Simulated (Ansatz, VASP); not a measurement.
# Two plane-wave programs on Ta2N

The input INCAR:

```
  PREC = Accurate
  ENCUT = 520
  EDIFF = 1E-6
  ISMEAR = 0
  SIGMA = 0.15
  LREAL = F
  LASPH = T
  NELM = 60
  ALGO = Fast
  ISIF = 2
  LWAVE = F
  LCHARG = F
  GGA = PS
  NBANDS = 20
```

Contents of KPOINTS:

```
Automatic mesh
0
Gamma
  15 15 8
```

The input POSCAR:

```
Ta2N
1.0
    3.0782595490     -0.1616086263      0.0000000000
   -1.6790869503      2.7466552820      0.0000000000
    0.0000000000      0.0000000000      4.6550952842
Ta N
2 1
Direct
    0.6666666667      0.3333333333      0.7463700642
    0.3333333333      0.6666666667      0.2536299358
    0.0000000000      0.0000000000      0.0000000000
```

Input for Ansatz:

```yaml
crystal:
  lattice:
    - [3.078259549, -0.1616086263, 0.0]
    - [-1.6790869503, 2.746655282, 0.0]
    - [0.0, 0.0, 4.6550952842]
  atoms:
    - { symbol: Ta, position: [0.6666666667, 0.3333333333, 0.7463700642] }
    - { symbol: Ta, position: [0.3333333333, 0.6666666667, 0.2536299358] }
    - { symbol: "N", position: [0.0, 0.0, 0.0] }
basis:
  ecutwfc: 520.0
kpoints:
  mp_grid: { grid: [15, 15, 8] }
hamiltonian:
  xc: pbesol
  pseudopotentials: { kind: paw, azcp: { folder: soft_1 } }
scf:
  occupations: { method: gaussian, width: 0.15 }
output:
  forces: true
  stress: true
  eigenvalues: true
```

Change from the starting cell: engineering shear strain xy -0.1050, normal strain along z -0.0350.

Alike in both runs: task single point; functional PBEsol; k mesh 15 × 15 × 8; occupations gaussian, width 0.15 eV; no spin polarisation.

```csv
,VASP,Ansatz
version,VASP 6.6.1,Ansatz 0.2.0
potentials or method,"VASP PAW PBE potentials, release 64 (Ta_pv, N), cutoff 520 eV","scalar-relativistic, plane waves, PAW"
valence electrons in the cell,27,31
```

VASP gave:

| Property | Result |
| --- | --- |
| gap on the k mesh at the Fermi level (eV) | none |
| pressure (GPa) | 15.8 |
| traceless stress, the component that is largest in VASP (GPa) | 18.58 |
| rms of the force components (eV/Å) | 0.158 |

What did Ansatz give for the same quantities?

gap on the k mesh at the Fermi level (eV): none; pressure (GPa): 15.0; traceless stress, the component that is largest in VASP (GPa): 18.48; rms of the force components (eV/Å): 0.130.

VASP's potentials were made for PBE, not for PBEsol, and Ansatz warns of the same on its side. Atom by atom the forces differ by 0.029 eV/Å (rms over components). A gap of «none» marks a metal or a gap that the smearing closes. VASP's potentials hold 27 valence electrons a cell and Ansatz's 31, so a difference there can come from the potentials and not from the codes.

Neither program's run includes spin-orbit coupling.
